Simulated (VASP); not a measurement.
Write the native input for VASP 6.6.1 that does the following.

```
Task                   : single point
Functional             : PBE
Potentials or basis    : VASP PAW PBE potentials, release 64 (Hg, Te)
Cutoff                 : 520 eV
k mesh                 : 6 × 6 × 6
Occupations            : fermi-dirac, width 0.02 eV
Spin                   : no spin polarisation
Dipole correction      : no
Further INCAR settings : ALGO = Normal; EDIFF = 1e-07; NBANDS = 16
```

The structure of HgTe lies in POSCAR:

```
HgTe
1.0
    0.0000000000      3.2891578888      3.2891578888
    3.2891578888      0.0000000000      3.2891578888
    3.2891578888      3.2891578888      0.0000000000
Hg Te
1 1
Direct
    0.0000000000      0.0000000000      0.0000000000
    0.2500000000      0.2500000000      0.2500000000
```

These files were run (other wordings do the same):

INCAR

```
SYSTEM = HgTe
PREC = Accurate
ENCUT = 520
EDIFF = 1E-7
ISMEAR = -1
SIGMA = 0.02
LREAL = .False.
LASPH = .True.
NELM = 60
ALGO = Normal
ISIF = 2
LWAVE = .False.
LCHARG = .True.
GGA = PE
LELF = .True.
LVHAR = .True.
NBANDS = 16
```

KPOINTS

```
regular mesh
0
Gamma
  6 6 6
  0 0 0
```

Potentials or basis: VASP PAW PBE potentials, release 64 (Hg, Te).

Launch:

```sh
$ cat potpaw_PBE.64/Hg/POTCAR potpaw_PBE.64/Te/POTCAR > POTCAR
$ mpirun -np 1 vasp_std > vasp.out
```

Results of the run:

The pressure is 1.3 GPa and the band gap on the k mesh is zero (filled and empty bands touch).

Caveat: semilocal functionals underestimate gaps, and a narrow one can read as zero; spin-orbit coupling is left out, which moves the levels of the heavy elements.

Wall time 13 s on 1 thread of Intel(R) Xeon(R) Platinum 8488C (Sapphire Rapids) (shared host), peak memory 0.21 GiB.
